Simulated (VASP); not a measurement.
# Ba5Na4F14 in VASP: a series of runs

Ba5Na4F14 is run at these levels: PBE; tasks: single point.

All numbers are computed with VASP 6.6.1; they aren't measurements. Logs are shortened: lines on timing, memory, paths and dates and some standing lists are left out, and cuts for length are marked.

### Step 1. The cell of the first run

The cell holds a disordered packing, 23 atoms: a = 7.598 Å, b = 7.587 Å, c = 7.467 Å, α = 91.88°, β = 89.24°, γ = 84.83°.

### Step 2. Single point, PBE

File INCAR:

```
PREC = Accurate
ENCUT = 520
EDIFF = 1E-6
ISMEAR = -1
SIGMA = 0.0655
LREAL = Auto
LASPH = True
NELM = 80
ALGO = Normal
ISIF = 2
LWAVE = False
LCHARG = False
GGA = PE
ISYM = 0
NBANDS = 105
```

File KPOINTS:

```
Automatic mesh
0
Gamma
  1 1 1
```

File POSCAR:

```
Ba5Na4F14
1.0
    7.5902190000      0.3427840000      0.0528720000
    0.3427840000      7.5783980000     -0.1247070000
    0.0528720000     -0.1247070000      7.4653180000
Ba F Na
5 14 4
Direct
    0.6210416563      0.3080128697      0.5193474205
    0.8552783416      0.3281853087      0.0545167304
    0.3075251553      0.9508824052      0.2972168395
    0.0397721949      0.8297718173      0.7732793859
    0.8344495828      0.8250166863      0.3132925265
    0.4146434068      0.8328015222      0.0001645145
    1.0137701862      0.4299230154      0.3084343295
    0.7986104970      0.6361749409      0.5886261421
    0.7949776792      0.7462251643      0.9857820446
    0.4210436950      0.3798723223      0.7993832701
    0.2011615437      0.6872454286      0.5149056614
    0.7841882011      0.1359383409      0.7748965100
    0.4890718588      0.9818846020      0.5760166782
    0.0221130216      0.0261623972      0.0478565648
    1.0934432813      0.0863803883      0.5172911195
    0.6129396914      0.5137219352      0.2458739700
    0.0672690738      0.5055858147     -0.1005774383
    0.6398886794      0.0803699057      0.2169062986
    0.3541146897      0.2803466214      0.3808938125
    0.6019354231      0.6835576542      0.8301121124
    0.4709265933      1.0938734616      0.8757131105
    0.2847776962      0.5484151138      0.2580948912
    0.1459313317      0.4199950033      0.5972096079
```

Potentials or basis: VASP PAW PBE potentials, release 64 (Ba_sv, F, Na_pv).

Command:

```bash
$ cat potpaw_PBE.64/Ba_sv/POTCAR potpaw_PBE.64/F/POTCAR potpaw_PBE.64/Na_pv/POTCAR > POTCAR
$ mpirun -np 1 vasp_gam > vasp.out
```

OUTCAR:

```text
PREC = Accurate
   ENCUT = 520
   EDIFF = 1E-6
   ISMEAR = -1
   LREAL = Auto
   LASPH = True
   NELM = 80
   ISIF = 2
   GGA = PE
   ISYM = 0

 ion  position               nearest neighbor table
   1  0.621  0.308  0.519-  19 2.31  10 2.58  16 2.61  12 2.61  18 2.79  13 2.79   8 2.97  21 3.40
                            20 3.61  22 3.63  23 3.67   2 3.89   3 4.09   5 4.11   2 4.40   5 4.68
   2  0.855  0.328  0.055-   7 2.40  17 2.49  14 2.52  16 2.60  12 2.60  18 2.89   9 3.22  20 3.64
                             1 3.89   5 4.17   5 4.35   4 4.37   1 4.40   3 4.69   4 4.72
   3  0.308  0.951  0.297-  15 2.43   6 2.46  13 2.53  19 2.61  11 2.79  18 2.85  14 2.91  22 3.08
                            21 3.60   5 3.80   5 4.04   1 4.09   4 4.24   4 4.54   2 4.69
   4  0.040  0.830  0.773-  11 2.44  14 2.49   9 2.56  17 2.65   8 2.80  15 2.82  12 2.89  23 3.36
                            20 3.62   5 3.79   3 4.24   5 4.31   2 4.37   3 4.54   2 4.72
   5  0.834  0.825  0.313-  18 2.46   9 2.53   8 2.57  14 2.97  16 3.05   7 3.18  15 3.27  11 3.29
                             4 3.79   3 3.80   3 4.04   1 4.11   2 4.17   4 4.31   2 4.35   1 4.68
   6  0.415  0.833  0.000-  20 2.12  21 2.29   3 2.46
   7  0.014  0.430  0.308-   2 2.40   5 3.18
   8  0.799  0.636  0.589-  20 2.32   5 2.57   4 2.80   1 2.97
   9  0.795  0.746  0.986-  20 1.97   5 2.53   4 2.56   2 3.22
  10  0.421  0.380  0.799-  21 2.26   1 2.58
  11  0.201  0.687  0.515-  23 2.21  22 2.21   4 2.44   3 2.79   5 3.29
  12  0.784  0.136  0.775-   2 2.60   1 2.61   4 2.89
  13  0.489  0.982  0.576-   3 2.53   1 2.79
  14  0.022  0.026  0.048-   4 2.49   2 2.52   3 2.91   5 2.97
  15  0.093  0.086  0.517-   3 2.43   4 2.82   5 3.27
  16  0.613  0.514  0.246-   2 2.60   1 2.61   5 3.05
  17  0.067  0.506  0.899-   2 2.49   4 2.65
  18  0.640  0.080  0.217-   5 2.46   1 2.79   3 2.85   2 2.89
  19  0.354  0.280  0.381-  22 2.28   1 2.31   3 2.61
  20  0.602  0.684  0.830-   9 1.97   6 2.12   8 2.32   1 3.61   4 3.62   2 3.64
  21  0.471  0.094  0.876-  10 2.26   6 2.29   1 3.40   3 3.60
  22  0.285  0.548  0.258-  11 2.21  19 2.28   3 3.08   1 3.63
  23  0.146  0.420  0.597-  11 2.21   4 3.36   1 3.67

IMPORTANT INFORMATION: All symmetrisations will be switched off!
NOSYMM: (Re-)initialisation of all symmetry stuff for point group C_1.

----------------------------------------------------------------------------------------

                                     Primitive cell

  volume of cell :     428.3969

  direct lattice vectors                    reciprocal lattice vectors
     7.590219000  0.342784000  0.052872000     0.132026177 -0.005988805 -0.001035098
     0.342784000  7.578398000 -0.124707000    -0.005988805  0.132261948  0.002251831
     0.052872000 -0.124707000  7.465318000    -0.001035098  0.002251831  0.133997714

  length of vectors
     7.598139298  7.587171341  7.466546734     0.132165988  0.132416613  0.134020631

[... 111 lines left out ...]
   EMIN   =  10.00;   EMAX   =-10.00  energy-range for DOS
   EFERMI =   0.00;   METHOD = LEGACY
   ISMEAR =    -1;   SIGMA  =   0.07  broadening in eV -4-tet -1-fermi 0-gaus
   EFERMI_NEDOS =   21; number of points for ismear=-14 and -15
   IALGO  =     38    algorithm
   IMIX   =      4    mixing-type and parameters
     AMIX     =   0.40;   BMIX     =  1.00
     AMIX_MAG =   1.60;   BMIX_MAG =  1.00
  volume/ion in A,a.u.               =      18.63       125.69
  Fermi-wavevector in a.u.,A,eV,Ry     =   1.217018  2.299830 20.152032  1.481133
  Thomas-Fermi vector in A             =   2.352352
   LORBIT       =      0    0 simple, 1 ext, 2 COOP (PROOUT), +10 PAW based schemes
   GGA     = PE    functional components
   LHFCALC =     F    Hartree Fock is set to
   AEXX    =    0.0000 exact exchange contribution
   IVDW    =     0    specifies the selected vdW correction
   LEPSILON=     F    determine dielectric tensor
   LRPA    =     F    only Hartree local field effects (RPA)
 non-spin polarized calculation
  energy-cutoff  :      520.00
  volume of cell :      428.40
 maximum number of plane-waves:      5749
 NGX is ok and might be reduce to    60
   NGX = 29   NGY = 29   NGZ = 27

 number of electron     176.0000016 magnetization

 Free energy of the ion-electron system (eV)
  ---------------------------------------------------
  ext. energy  EPLUGINS =         0.00000000
  ---------------------------------------------------
  free energy    TOTEN  =      -113.23237829 eV

  energy without entropy =     -113.23237829  energy(sigma->0) =     -113.23237829

 E-fermi :   0.1212     XC(G=0):  -8.4568

 val. band max:       -1.4694356553   @ k =   0.0000   0.0000   0.0000
 cond. band min:       3.3073454096   @ k =   0.0000   0.0000   0.0000
 fundamental gap:      4.7767810649
 Fermi energy:         0.1212269069

 k-point     1 :       0.0000    0.0000    0.0000
  band No.  band energies     occupation
      1     -26.4613      2.00000
      2     -25.8593      2.00000
      3     -25.4745      2.00000
      4     -25.3611      2.00000
      5     -25.1417      2.00000
      6     -22.8133      2.00000
[... 92 lines left out ...]
     99       6.3778      0.00000
    100       6.4994      0.00000
 [bands above 100 left out]

------------------------ aborting loop because EDIFF is reached ----------------------------------------

  FORCE on cell =-STRESS in cart. coord.  units (eV):
  Direction    XX          YY          ZZ          XY          YZ          ZX
  --------------------------------------------------------------------------------------
  -------------------------------------------------------------------------------------
  Total       10.7311106      2.6427861      8.0017965     -3.6538047      4.2116483     -0.3543687
  in kB       40.1336795      9.8838538     29.9262163    -13.6650001     15.7513001     -1.3253165
  external PRESSURE =      26.6479165 kB  Pullay stress =       0.0000000 kB

 VOLUME and BASIS-vectors are now :
 -----------------------------------------------------------------------------
  energy-cutoff  :      520.00
  volume of cell :      428.40
      direct lattice vectors                 reciprocal lattice vectors
     7.590219000  0.342784000  0.052872000     0.132026177 -0.005988805 -0.001035098
     0.342784000  7.578398000 -0.124707000    -0.005988805  0.132261948  0.002251831
     0.052872000 -0.124707000  7.465318000    -0.001035098  0.002251831  0.133997714

 POSITION                                       TOTAL-FORCE (eV/Angst)
 -----------------------------------------------------------------------------------
      4.84688      2.48236      3.87152         1.443135      0.128207      0.629431
      6.60713      2.77350      0.41128        -0.456995      0.144790     -0.638399
      2.67584      7.27452      2.11650         0.492784      1.367600      0.723916
      0.62720      6.20554      5.67140        -0.418612      0.523900      0.644217
      6.63302      6.49927      2.28006        -0.270824     -0.789229     -0.229368
      3.43271      6.45341     -0.08071        -0.647615      0.073597     -0.516407
[... 15 lines left out ...]
      2.36316      4.22154      1.87343         0.175278     -1.256217     -0.584716
      1.28319      3.15844      4.41370        -0.148758     -0.835135      0.122314
 -----------------------------------------------------------------------------------
    total drift:                               -0.003564      0.001754     -0.005214

  FREE ENERGIE OF THE ION-ELECTRON SYSTEM (eV)
  ---------------------------------------------------
  free  energy   TOTEN  =      -113.2323782934 eV

  energy  without entropy=     -113.2323782933  energy(sigma->0) =     -113.23237829
```

OSZICAR:

```text
N       E                     dE             d eps       ncg     rms          rms(c)
DAV:   1     0.261609759797E+04    0.26161E+04   -0.95687E+04   210   0.186E+03
DAV:   2     0.285494769246E+03   -0.23306E+04   -0.22183E+04   234   0.507E+02
DAV:   3    -0.101360307748E+03   -0.38686E+03   -0.37997E+03   234   0.217E+02
DAV:   4    -0.127285243204E+03   -0.25925E+02   -0.25803E+02   284   0.576E+01
DAV:   5    -0.128078898256E+03   -0.79366E+00   -0.79256E+00   324   0.925E+00    0.237E+01
DAV:   6    -0.113243316149E+03    0.14836E+02   -0.66005E+01   276   0.288E+01    0.116E+01
DAV:   7    -0.113307431246E+03   -0.64115E-01   -0.63667E+00   324   0.990E+00    0.609E+00
DAV:   8    -0.113195329033E+03    0.11210E+00   -0.84140E-01   268   0.510E+00    0.164E+00
DAV:   9    -0.113211393883E+03   -0.16065E-01   -0.26723E-01   300   0.406E+00    0.381E-01
DAV:  10    -0.113229827660E+03   -0.18434E-01   -0.83222E-02   252   0.115E+00    0.250E-01
DAV:  11    -0.113231945598E+03   -0.21179E-02   -0.53806E-03   292   0.472E-01    0.140E-01
DAV:  12    -0.113232364139E+03   -0.41854E-03   -0.28875E-03   268   0.253E-01    0.595E-02
DAV:  13    -0.113232365296E+03   -0.11573E-05   -0.48568E-04   300   0.118E-01    0.278E-02
DAV:  14    -0.113232377999E+03   -0.12703E-04   -0.12305E-04   260   0.535E-02    0.166E-02
DAV:  15    -0.113232379720E+03   -0.17206E-05   -0.19706E-05   260   0.331E-02    0.140E-02
DAV:  16    -0.113232378190E+03    0.15294E-05   -0.47803E-05   252   0.385E-02    0.867E-03
DAV:  17    -0.113232378293E+03   -0.10303E-06   -0.80103E-06   228   0.141E-02
   1 F= -.11323238E+03 E0= -.11323238E+03  d E =-.986677E-10
```

stdout:

```text
POSCAR found type information on POSCAR BaF Na
 POSCAR found :  3 types and      23 ions
 scaLAPACK will be used
 LDA part: xc-table for (Slater+PW92), standard interpolation
 POSCAR, INCAR and KPOINTS ok, starting setup
 FFT: planning ... GRIDC
 FFT: planning ... GRID_SOFT
 FFT: planning ... GRID
 WAVECAR not read
 entering main loop
```

Run time: 85 s. Hardware: 1 thread of Intel Xeon Platinum 8259CL at 2.50GHz (Skylake/Cascade Lake), shared host; peak memory 0.43 GiB.

Results:

| Quantity | Value |
| --- | --- |
| Free energy | -113.2324 eV |
| Pressure | 2.7 GPa |
| Largest force | 1.624 eV/Å |

Forces on the atoms (eV/Å):
```
Ba   1.443  0.128  0.629
Ba  -0.457  0.145 -0.638
Ba   0.493  1.368  0.724
Ba  -0.419  0.524  0.644
Ba  -0.271 -0.789 -0.229
F   -0.648  0.074 -0.516
F    0.301  0.716  0.421
F   -0.238  0.058  0.359
F    0.703  0.112  0.996
F    0.507  0.108 -0.185
F    0.557  0.068 -1.243
F   -0.237 -0.240 -0.099
F    0.490 -0.315  0.216
F    0.838 -0.310  1.269
F   -1.095 -0.438  0.284
F   -0.430  0.682  0.035
F    0.359  0.129 -0.365
F   -0.092  0.233 -0.013
F   -1.190  0.233 -0.684
Na  -1.007 -0.414 -0.916
Na   0.367  0.022 -0.225
Na   0.175 -1.256 -0.585
Na  -0.149 -0.835  0.122
```

Levels at points of the mesh, in eV from the Fermi level:
```
           k point  band 84  band 85  band 86  band 87  band 88  band 89  band 90  band 91  band 92  band 93
(0.00, 0.00, 0.00)    -2.01    -1.99    -1.90    -1.82    -1.59     3.19     4.18     4.65     5.08     5.23
```

Caveat: the k points lie up to 0.84 Å⁻¹ apart, too coarse for converged energies, forces and pressures; the atoms stand as in a frame of molecular dynamics; spin-orbit coupling is left out, which moves the levels of the heavy elements.

### Step 3. Single point, PBE

File INCAR:

```
ALGO = Normal
EDIFF = 1E-6
ENCUT = 520
GGA = PE
ISIF = 2
ISMEAR = -1
ISYM = 0
LASPH = True
LCHARG = True
LELF = True
LREAL = Auto
LVHAR = True
LWAVE = False
NBANDS = 105
NELM = 60
PREC = Accurate
SIGMA = 0.05
```

File KPOINTS:

```
k-points
0
Gamma
  1 1 1
```

File POSCAR:

```
Ba5Na4F14
1.0
    7.5902190000      0.3427840000      0.0528720000
    0.3427840000      7.5783980000     -0.1247070000
    0.0528720000     -0.1247070000      7.4653180000
Ba F Na
5 14 4
Direct
    0.6516201545      0.2901928365      0.5422692801
    0.8381896545      0.3585248083      0.0613252898
    0.3061047232      0.9841376703      0.3111754231
    0.0230505767      0.8542439109      0.7890552640
    0.8135024704      0.8102058696      0.3007543471
    0.3534884849      0.8519381727     -0.0575690131
   -0.0109482023      0.4753327380      0.2994362964
    0.8391115650      0.5900225487      0.6101559820
    0.7743183003      0.7357974763      0.9939461840
    0.5035574038      0.3696901330      0.8386889695
    0.1883528612      0.7534952166      0.4961308461
    0.7979291208      0.1177449850      0.7954140085
    0.5565087440      0.9502182720      0.5704935998
    0.0257217046      0.0630277248      0.0732851622
   -0.0054396325      0.0645867235      0.4826695957
    0.5709893108      0.5651071813      0.3013955299
    0.1049483432      0.4941798542      0.9112979324
    0.6331538899      0.1178446313      0.1912365874
    0.3266700886      0.2740882857      0.4394652749
    0.5817762345      0.6984102193      0.7599508782
    0.5349383294      0.0589876670      0.8776838328
    0.2833332669      0.4968761779      0.2133123520
    0.1230367315      0.4088075957      0.5955053717
```

Potentials or basis: VASP PAW PBE potentials, release 64 (Ba_sv, F, Na_pv).

Command:

```bash
$ cat potpaw_PBE.64/Ba_sv/POTCAR potpaw_PBE.64/F/POTCAR potpaw_PBE.64/Na_pv/POTCAR > POTCAR
$ mpirun -np 1 vasp_gam > vasp.out
```

Wall time 87 s (1 thread of Intel Xeon Platinum 8259CL at 2.50GHz (Skylake/Cascade Lake), shared host); peak memory 0.42 GiB.

It converged, with:

* Free energy: -115.3464 eV
* Pressure: 1.1 GPa
* Largest force: 1.845 eV/Å

Forces on the atoms (eV/Å):
```
Ba   0.572  0.302 -0.770
Ba  -0.979 -0.357 -1.522
Ba  -0.356 -0.591 -0.781
Ba   0.650 -0.500  0.153
Ba   0.275  0.192  1.496
F    0.137  0.131  0.093
F    1.003  0.529  0.881
F   -0.428  0.050  0.369
F   -0.338 -0.203 -0.961
F    0.225  0.235  0.036
F    0.189 -0.800 -0.331
F   -0.070  0.260  0.082
F    0.057 -0.150 -0.110
F    0.484 -0.440  0.642
F   -0.271  0.259 -0.104
F   -0.067 -0.041 -0.069
F    0.051  0.066 -0.109
F   -0.367 -0.283  0.300
F    0.316  0.781 -0.032
Na  -0.365 -0.129  0.195
Na  -0.237  0.187  0.392
Na   0.111 -0.018 -0.224
Na  -0.592  0.518  0.372
```

Stress tensor (GPa, compression positive):
```
 0.96 -0.31 -0.59
-0.31  0.42  2.13
-0.59  2.13  1.79
```

Levels at points of the mesh, in eV from the Fermi level:
```csv
k point,band 85,band 86,band 87,band 88,band 89,band 90,band 91,band 92
"(0.00, 0.00, 0.00)",-1.61,-1.48,-1.47,-1.24,3.92,5.27,5.64,5.90
```

Caveat: the k points lie up to 0.84 Å⁻¹ apart, too coarse for converged energies, forces and pressures; the atoms stand as in a frame of molecular dynamics; spin-orbit coupling is left out, which moves the levels of the heavy elements.

### Step 4. Single point, PBE

File INCAR:

```
ALGO = Normal ; EDIFF = 1E-6
ENCUT = 520 ; GGA = PE
ISIF = 2 ; ISMEAR = -1
ISYM = 0 ; LASPH = True
LCHARG = False ; LREAL = Auto
LWAVE = False ; NBANDS = 105
NELM = 80 ; PREC = Accurate
SIGMA = 0.05
```

KPOINTS is that of step 3.

File POSCAR:

```
Ba5Na4F14
1.0
    7.5902190000      0.3427840000      0.0528720000
    0.3427840000      7.5783980000     -0.1247070000
    0.0528720000     -0.1247070000      7.4653180000
Ba F Na
5 14 4
Direct
    0.6686132805      0.2984851794      0.5253788613
    0.8352888135      0.3648159875      0.0445395249
    0.3017678124      0.9804063856      0.3208237709
    0.0116765629      0.8486121665      0.7809929214
    0.8158026387      0.7916759667      0.3218235871
    0.3547996006      0.8679579633     -0.0465609812
    0.0204075153      0.4776933625      0.2844009753
    0.8232491994      0.5811958870      0.6369843004
    0.7711761764      0.7135678459      0.9743397774
    0.5406822934      0.3778318455      0.8536516893
    0.2229063301      0.7104069168      0.5300350517
    0.8365321302      0.1316991898      0.8150922284
    0.5669215873      0.9390306225      0.5984703416
    0.0261832919     -0.0439721458      0.1177944466
   -0.0254210644      0.0650323245      0.4610078296
    0.5887972308      0.5381719988      0.2928453856
    0.1369510578      0.4242661800      0.8817676737
    0.6214253105      0.1012106594      0.2076412122
    0.3317235515      0.2847979426      0.4498679640
    0.5451009320      0.6708975214      0.7960283863
    0.5308861867      0.0627955792      0.8752129559
    0.2977215991      0.4922194315      0.1552034451
    0.1212869003      0.4445804045      0.5717358065
```

Command:

```bash
$ cat potpaw_PBE.64/Ba_sv/POTCAR potpaw_PBE.64/F/POTCAR potpaw_PBE.64/Na_pv/POTCAR > POTCAR
$ mpirun -np 1 vasp_gam > vasp.out
```

Run time: 85 s. Hardware: 1 thread of Intel Xeon Platinum 8259CL at 2.50GHz (Skylake/Cascade Lake), shared host; peak memory 0.43 GiB.

Results (log left out):

```yaml
Free_energy: -115.9331 eV
Pressure: 0.3 GPa
Largest_force: 1.007 eV/Å
```

Forces on the atoms (eV/Å):
```
Ba  -0.017 -0.559  0.029
Ba  -0.015 -0.076 -0.319
Ba  -0.098 -0.239 -0.042
Ba   0.565 -0.429  0.715
Ba  -0.195  0.342 -0.119
F   -0.097 -0.246  0.207
F    0.215  0.389  0.334
F    0.084 -0.003 -0.429
F   -0.038  0.037  0.511
F   -0.069  0.092 -0.025
F    0.012  0.349 -0.348
F   -0.580 -0.016 -0.555
F    0.143  0.023 -0.394
F    0.081 -0.090 -0.035
F   -0.030 -0.028  0.459
F   -0.093  0.168 -0.339
F   -0.172  0.288  0.281
F   -0.109 -0.081 -0.014
F    0.432 -0.193 -0.258
Na  -0.164  0.249 -0.192
Na   0.186  0.274  0.250
Na   0.109 -0.251 -0.084
Na  -0.150  0.000  0.367
```

Stress tensor (GPa, compression positive):
```
 0.05 -0.25 -0.61
-0.25  0.23  2.42
-0.61  2.42  0.74
```

Levels at points of the mesh, in eV from the Fermi level:
```
           k point  band 85  band 86  band 87  band 88  band 89  band 90  band 91  band 92
(0.00, 0.00, 0.00)    -1.49    -1.40    -1.35    -1.21     4.01     5.45     5.77     5.97
```

Caveat: the k points lie up to 0.84 Å⁻¹ apart, too coarse for converged energies, forces and pressures; the atoms stand as in a frame of molecular dynamics; spin-orbit coupling is left out, which moves the levels of the heavy elements.

(Part 1 of 2 ends here.)
